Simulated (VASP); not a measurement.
Input of a VASP 6.6.1 run:

Contents of INCAR:

```
  PREC = Accurate
  ENCUT = 520
  EDIFF = 1E-8
  ISMEAR = -1
  SIGMA = 0.02
  LREAL = False
  LASPH = True
  NELM = 100
  ALGO = Normal
  ISIF = 2
  LWAVE = False
  LCHARG = False
  GGA = CA
  LEFG = True
  NBANDS = 27
```

File KPOINTS:

```
Automatic mesh
0
Gamma
  10 10 10
```

The input POSCAR:

```
ZrBr
1.0
    1.7746007594      1.0245662261      9.4801325416
   -1.7746007594      1.0245662261      9.4801325416
    0.0000000000     -2.0491324523      9.4801325416
Zr Br
2 2
Direct
    0.2092000000      0.2092000000      0.2092000000
    0.7908000000      0.7908000000      0.7908000000
    0.3917000000      0.3917000000      0.3917000000
    0.6083000000      0.6083000000      0.6083000000
```

Potentials or basis: VASP PAW LDA potentials, release 64 (Zr_sv, Br).

The run is started by

```sh
$ cat potpaw_LDA.64/Zr_sv/POTCAR potpaw_LDA.64/Br/POTCAR > POTCAR
$ mpirun -np 1 vasp_std > vasp.out
```

Question: Predict the band gap on the k mesh.

Answer: Zero (bands 19 and 20 overlap by 0.25 eV).

Question: Estimate the largest force.

Answer: 0.439 eV/Å.

Stress tensor (GPa, compression positive):
```
-5.59  0.00  0.00
 0.00 -5.59  0.00
 0.00  0.00 -6.19
```

Caveat: the cell stands under tension; without QUAD_EFG the Cq values of the log hold for a quadrupole moment of 1 mb, not for the nuclei.
